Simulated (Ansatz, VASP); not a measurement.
# Two plane-wave programs on CdF2

File POSCAR:

```
CdF2
1.0
    0.0000000000      2.6825809941      2.6825809941
    2.6825809941      0.0000000000      2.6825809941
    2.6825809941      2.6825809941      0.0000000000
Cd F
1 2
Direct
    0.0000000000      0.0000000000      0.0000000000
    0.2500000000      0.2500000000      0.2500000000
    0.7500000000      0.7500000000      0.7500000000
```

INCAR.step1

```
  PREC = Accurate
  ENCUT = 520
  EDIFF = 1E-5
  ISMEAR = 0
  SIGMA = 0.01
  LREAL = F
  LASPH = T
  NELM = 60
  ALGO = Normal
  ISIF = 2
  LWAVE = T
  LCHARG = F
  GGA = PE
  NBANDS = 20
```

INCAR.step2

```
  PREC = Accurate
  ENCUT = 520
  EDIFF = 1E-6
  ISMEAR = 0
  SIGMA = 0.01
  LREAL = F
  LASPH = T
  NELM = 60
  ALGO = Normal
  ISIF = 2
  LWAVE = F
  LCHARG = F
  GGA = PE
  LHFCALC = T
  AEXX = 0.75
  PRECFOCK = Normal
  ISTART = 1
  NBANDS = 20
```

File KPOINTS:

```
Automatic mesh
0
Gamma
  4 4 4
```

Input for Ansatz:

```yaml
crystal:
  lattice:
    - [0.0, 2.6825809941, 2.6825809941]
    - [2.6825809941, 0.0, 2.6825809941]
    - [2.6825809941, 2.6825809941, 0.0]
  atoms:
    - { symbol: Cd, position: [0.0, 0.0, 0.0] }
    - { symbol: F, position: [0.25, 0.25, 0.25] }
    - { symbol: F, position: [0.75, 0.75, 0.75] }
kpoints:
  mp_grid: { grid: [4, 4, 4] }
hamiltonian:
  xc: { exchange: pbe, correlation: pbe, exx: { coeff: 0.75 } }
scf:
  occupations: { method: fixed }
  n_extra_bands: 4
output:
  forces: true
  stress: true
  eigenvalues: true
```

Alike in both runs: task single point; functional PBE-based global hybrid with a share of 0.75 of exact exchange; k mesh 4 × 4 × 4; no spin polarisation.

|  | VASP | Ansatz |
| --- | --- | --- |
| version | VASP 6.6.1 | Ansatz 0.2.0 |
| potentials or method | VASP PAW PBE potentials, release 64 (Cd, F) | plane waves |
| plane-wave cutoff (eV) | 520 | 420 |
| occupations | gaussian, width 0.01 eV | fixed |
| valence electrons in the cell | 26 | 34 |

|  | VASP | Ansatz | Ansatz less VASP |
| --- | --- | --- | --- |
| gap on the k mesh at the Fermi level (eV) | 12.13 | 12.20 | +0.069 |
| pressure (GPa) | -2.6 | -3.5 | -0.89 |

VASP's potentials were made for PBE, not for PBE-based global hybrid. VASP's potentials hold 26 valence electrons a cell and Ansatz's 34, so a difference there can come from the potentials and not from the codes. Ansatz's warnings: stress exchange threshold loose, stress scf threshold loose.

The k mesh is coarse, so the values compare programs but aren't converged.
